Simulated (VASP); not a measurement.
**H4C: single point with PBE+D3(BJ)**

H4C:

```
C H
1.0
     8.59497    0.00000    0.00000
     0.00000    8.59497    0.00000
     0.00000    0.00000    8.59497
C H
8 32
Cartesian
  3.3637 0.7939 7.3156
  9.6769 3.2359 4.2472
  4.0752 4.6444 0.4715
  0.5438 6.7543 2.5295
  3.2148 0.8593 2.9845
  7.9389 7.8271 6.2600
  4.9703 5.8816 5.3483
  8.2655 4.5274 7.5389
  2.4759 0.6510 6.6406
  3.1968 1.4181 8.1852
  4.0485 1.2479 6.3580
  3.8443 -0.1607 7.6119
  9.5023 2.1771 4.6076
  9.6255 3.4363 3.1239
  10.7889 3.2364 4.5177
  8.9972 3.8631 4.8247
  5.0053 4.9259 0.8839
  3.3048 4.8443 1.2507
  4.1789 3.4754 0.3746
  4.0871 4.9367 -0.5843
  1.5328 6.2384 2.2324
  -0.3542 6.3043 2.8322
  0.2804 7.2807 1.6186
  0.7855 7.5165 3.2341
  4.1641 0.6569 2.4263
  3.0489 1.9233 2.7798
  3.3949 0.5054 3.9695
  2.2920 0.2580 2.6434
  8.0033 7.2909 5.3785
  8.0480 8.8736 5.9936
  8.8179 7.5099 6.8803
  7.0312 7.7534 6.7964
  5.7944 6.0888 4.7460
  4.7710 6.6569 6.0988
  5.2349 5.0018 5.9384
  4.1265 5.7754 4.6915
  7.1866 4.9476 7.3431
  8.6503 5.5633 7.6717
  8.8633 3.8696 6.9054
  7.9803 3.7444 8.3834
```

* Program: VASP 6.6.1
* Task: single point
* Functional: PBE
* Dispersion: D3(BJ)
* Potentials or basis: VASP PAW PBE potentials, release 64 (C, H)
* Cutoff: 520 eV
* k mesh: 1 × 1 × 1
* Occupations: fermi-dirac, width 0.02 eV
* Spin: no spin polarisation

* Pressure: -0.8 GPa
* Largest force: 4.178 eV/Å
* Band gap on the k mesh: 5.80 eV
* Dispersion energy per atom: -0.021 eV

Forces on the atoms (eV/Å):
```
C    1.361  0.107 -3.948
C    1.588 -1.384 -0.303
C   -0.089 -3.246 -0.075
C    2.395  0.637 -1.757
C   -0.459 -0.789 -2.098
C    1.911  1.223  1.526
C   -0.763 -0.187  1.548
C   -2.922 -0.191  1.723
H    0.070 -0.298  1.258
H    0.016  0.506 -0.148
H   -1.063 -0.600  3.047
H   -0.403  0.282 -0.206
H   -0.527  0.622 -1.059
H   -0.280 -0.616  1.368
H   -1.217  1.019 -0.035
H    0.391  0.426 -0.016
H    1.381  0.565  0.611
H   -0.057  0.269 -1.170
H   -0.324  1.746  0.385
H   -0.928  0.664  0.297
H   -1.780 -0.111  0.839
H   -0.841 -1.705  0.573
H   -0.143  0.413 -0.502
H    0.297  0.701  0.836
H   -0.794 -0.450 -0.051
H   -0.226 -0.018  0.765
H    0.137  0.417  1.380
H    1.515  0.816 -0.083
H   -0.338 -1.420 -1.889
H    0.247  0.475 -0.001
H   -0.648  0.398 -0.206
H   -1.122 -0.525  0.551
H    1.688  0.768 -0.971
H    0.089  0.287 -0.314
H   -0.336 -0.471 -0.218
H   -0.740 -0.421 -0.129
H    1.412 -1.585 -1.091
H    0.930 -1.091  1.021
H   -0.507  0.590 -0.967
H    1.080  2.179 -0.494
```

Stress tensor (GPa, compression positive):
```
-1.02  1.05  0.67
 1.05 -0.85  1.26
 0.67  1.26 -0.53
```

Levels at points of the mesh, in eV from the valence-band top:
| k point | band 28 | band 29 | band 30 | band 31 | band 32 | band 33 | band 34 | band 35 | band 36 | band 37 |
| --- | --- | --- | --- | --- | --- | --- | --- | --- | --- | --- |
| (0.00, 0.00, 0.00) | -1.16 | -0.97 | -0.78 | -0.67 | 0.00 | 5.80 | 7.58 | 7.68 | 7.73 | 7.83 |

Wall time 2 min on 1 thread of Intel Xeon 8259CL, with other jobs on the host, peak memory 0.53 GiB.

Caveat: the k points lie up to 0.73 Å⁻¹ apart; the atoms stand as in a frame of molecular dynamics.
